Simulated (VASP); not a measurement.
SnO, 8 atoms in the cell. The typed cell holds 8 atoms: a = 3.836 Å, b = 3.836 Å, c = 9.518 Å, α = 90.00°, β = 90.00°, γ = 90.00°. 

| Quantity | Value |
| --- | --- |
| Program | VASP 6.6.1 |
| Task | single point |
| Functional | PBE |
| Dispersion | D3(BJ) |
| Potentials or basis | VASP PAW PBE potentials, release 64 (Sn_d, O) |
| Cutoff | 520 eV |
| k mesh | 10 × 10 × 4 |
| Occupations | gaussian, width 0.1 eV |
| Spin | no spin polarisation |
| Dipole correction | no |
| Further INCAR settings | ALGO = Normal; EDIFF = 1e-07; NBANDS = 50 |

Potentials or basis: VASP PAW PBE potentials, release 64 (Sn_d, O).

Command:

```console
$ cat potpaw_PBE.64/Sn_d/POTCAR potpaw_PBE.64/O/POTCAR > POTCAR
$ mpirun -np 1 vasp_std > vasp.out
```

Hardware: 1 thread of Intel(R) Xeon(R) 6975P-C (Granite Rapids), on a shared host.

Task: How long does it take, and how much memory?

Result: Wall time 5.4 min on 1 thread of Intel(R) Xeon(R) 6975P-C (Granite Rapids), on a shared host, peak memory 0.56 GiB. Counts: scf iterations 17, k points 93.
